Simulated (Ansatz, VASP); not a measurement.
# Two plane-wave programs on C

Contents of INCAR:

```
PREC     = Accurate       # precision mode
ENCUT    = 520            # plane-wave cutoff, eV
EDIFF    = 1E-6           # SCF threshold, eV
ISMEAR   = 0              # smearing method
SIGMA    = 0.05           # smearing width, eV
LREAL    = False          # projectors in reciprocal space
LASPH    = True           # aspherical terms in the spheres
NELM     = 60             # most SCF steps
ALGO     = Normal         # electronic algorithm
ISIF     = 2              # what is computed and relaxed
LWAVE    = False          # write WAVECAR
LCHARG   = False          # write CHGCAR
GGA      = PS             # functional
NBANDS   = 21             # bands
```

The input KPOINTS:

```
regular mesh
0
Gamma
  15 15 3
```

File POSCAR:

```
C
1.0
   -2.4589102530      0.0000000000      0.0000000000
   -1.2294551265     -2.1294787447      0.0000000000
   -0.8196367510     -0.7098262482     10.7943044874
C
6
Direct
    0.6388961774      0.6111256882      0.1666229354
    0.8611183997     -0.2777632007      0.8332896020
    0.2500072886      0.1666812438      0.4999562687
    0.5277760448      0.3888854229      0.8333437313
    0.9166649337      0.8333298673      0.5000103980
    0.3055538226      0.2777743118      0.1666770646
```

Input for Ansatz:

```yaml
crystal:
  lattice:
    - [-2.458910253, 0.0, 0.0]
    - [-1.2294551265, -2.1294787447, 0.0]
    - [-0.819636751, -0.7098262482, 10.7943044874]
  atoms:
    - { symbol: C, position: [0.6388961774, 0.6111256882, 0.1666229354] }
    - { symbol: C, position: [0.8611183997, -0.2777632007, 0.833289602] }
    - { symbol: C, position: [0.2500072886, 0.1666812438, 0.4999562687] }
    - { symbol: C, position: [0.5277760448, 0.3888854229, 0.8333437313] }
    - { symbol: C, position: [0.9166649337, 0.8333298673, 0.500010398] }
    - { symbol: C, position: [0.3055538226, 0.2777743118, 0.1666770646] }
basis:
  ecutwfc: 420
kpoints:
  mp_grid: { grid: [15, 15, 3] }
hamiltonian:
  xc: pbesol
scf:
  occupations: { method: gaussian, width: 0.05 }
output:
  forces: true
  stress: true
  eigenvalues: true
```

Alike in both runs: task single point; functional PBEsol; k mesh 15 × 15 × 3; occupations gaussian, width 0.05 eV; no spin polarisation.

|  | VASP | Ansatz |
| --- | --- | --- |
| version | VASP 6.6.1 | Ansatz 0.2.0 |
| potentials or method | VASP PAW PBE potentials, release 64 (C), cutoff 520 eV | scalar-relativistic, plane waves, PAW |
| valence electrons in the cell | 24 | 24 |

```tsv
	VASP	Ansatz	Ansatz less VASP
gap on the k mesh at the Fermi level (eV)	0.07	0.07	0.000
least direct gap on the mesh (eV)	0.07	0.07	0.000
pressure (GPa)	0.7	0.1	-0.63
traceless stress, the component that is largest in VASP (GPa)	-0.44	0.26	+0.702
rms of the force components (eV/Å)	0.007	0.007	0.0000
```

VASP's potentials were made for PBE, not for PBEsol. Atom by atom the forces differ by 0.000 eV/Å (rms over components). The functional is the same, so the differences come from potentials, cutoffs and numerics.
